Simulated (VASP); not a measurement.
Wanted: the native input for a VASP 6.6.1 run.

```
Task                   : electric field gradients
Functional             : PBE
Potentials or basis    : VASP PAW PBE potentials, release 64 (Sn_d, O)
Cutoff                 : 520 eV
k mesh                 : 8 × 8 × 6
Occupations            : fermi-dirac, width 0.01 eV
Spin                   : no spin polarisation
Dipole correction      : no
Further INCAR settings : ALGO = Normal; EDIFF = 1e-08; NBANDS = 28
```

The structure of SnO lies in POSCAR:

```
SnO
1.0
    3.7506153226      0.0000000000      0.0000000000
    0.0000000000      3.7506153226      0.0000000000
    0.0000000000      0.0000000000      4.7706406366
Sn O
2 2
Direct
    0.0000000000      0.5000000000      0.2385000000
    0.5000000000      0.0000000000      0.7615000000
    0.0000000000      0.0000000000      0.0000000000
    0.5000000000      0.5000000000      0.0000000000
```

This cell differs from its parent crystal: volume scaled by 0.96.

These files were run (other wordings do the same):

INCAR

```
SYSTEM = SnO
PREC = Accurate
ENCUT = 520
EDIFF = 1E-8
ISMEAR = -1
SIGMA = 0.01
LREAL = .False.
LASPH = .True.
NELM = 100
ALGO = Normal
ISIF = 2
LWAVE = .False.
LCHARG = .False.
GGA = PE
LEFG = .True.
NBANDS = 28
```

KPOINTS

```
Automatic mesh
0
Gamma
  8 8 6
  0 0 0
```

Potentials or basis: VASP PAW PBE potentials, release 64 (Sn_d, O).

Run with:

```bash
$ cat potpaw_PBE.64/Sn_d/POTCAR potpaw_PBE.64/O/POTCAR > POTCAR
$ mpirun -np 1 vasp_std > vasp.out
```

Results of the run:

```json
{
 "Pressure": "9.0 GPa",
 "Largest force": "1.073 eV/Å",
 "Band gap on the k mesh": "zero (band 20 reaches 7.88 eV, above the bottom of band 21 at 7.75 eV)"
}
```

Caveat: without QUAD_EFG the Cq values of the log hold for a quadrupole moment of 1 mb, not for the nuclei; spin-orbit coupling is left out, which moves the levels of the heavy elements; forces of over 1 eV/Å act on the atoms, so gaps and moduli don't describe the material at rest.

It took 2.9 min on 1 thread of AMD EPYC 7R43 64-Core Processor (Zen 3) (shared host), peak memory 0.19 GiB.
